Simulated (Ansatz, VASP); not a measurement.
# One calculation of TiC, two programs

The input POSCAR:

```
TiC
1.0
    0.0000000000      2.2063465129      2.2063465129
    2.2063465129      0.0000000000      2.2063465129
    2.2063465129      2.2063465129      0.0000000000
Ti C
1 1
Direct
    0.0000000000      0.0000000000      0.0000000000
    0.5000000000      0.5000000000      0.5000000000
```

Contents of INCAR.step1:

```
PREC = Accurate
ENCUT = 520
ISMEAR = 0
SIGMA = 0.1
LREAL = F
LASPH = T
NELM = 80
NBANDS = 15
GGA = PE
ALGO = Normal
EDIFF = 1E-4
LWAVE = T
LCHARG = F
```

File INCAR.step2:

```
PREC = Accurate
ENCUT = 520
EDIFF = 1E-6
ISMEAR = 0
SIGMA = 0.1
LREAL = F
LASPH = T
NELM = 80
ALGO = Normal
ISIF = 2
LWAVE = F
LCHARG = F
METAGGA = R2SCAN
LMIXTAU = T
NBANDS = 15
ISTART = 1
```

The input KPOINTS:

```
regular mesh
0
Gamma
  16 16 16
```

Input for Ansatz:

```yaml
crystal:
  lattice:
    - [0.0, 2.2063465129, 2.2063465129]
    - [2.2063465129, 0.0, 2.2063465129]
    - [2.2063465129, 2.2063465129, 0.0]
  atoms:
    - { symbol: Ti, position: [0.0, 0.0, 0.0] }
    - { symbol: C, position: [0.5, 0.5, 0.5] }
basis:
  ecutwfc: 500
kpoints:
  mp_grid: { grid: [16, 16, 16] }
hamiltonian:
  xc: r2scan
scf:
  occupations: { method: gaussian, width: 0.1 }
output:
  forces: true
  stress: true
  eigenvalues: true
```

Alike in both runs: task single point; functional r2SCAN; k mesh 16 × 16 × 16; occupations gaussian, width 0.1 eV; no spin polarisation.

|  | VASP | Ansatz |
| --- | --- | --- |
| version | VASP 6.6.1 | Ansatz 0.2.0 |
| potentials or method | VASP PAW PBE potentials, release 64 (Ti_sv, C), cutoff 520 eV | scalar-relativistic, plane waves, PAW |
| valence electrons in the cell | 16 | 16 |

```csv
,VASP,Ansatz,Ansatz less VASP
gap on the k mesh at the Fermi level (eV),none,none,-
pressure (GPa),-12.8,-13.6,-0.84
```

VASP's potentials were made for PBE, not for r2SCAN. A gap of «none» marks a metal or a gap that the smearing closes.
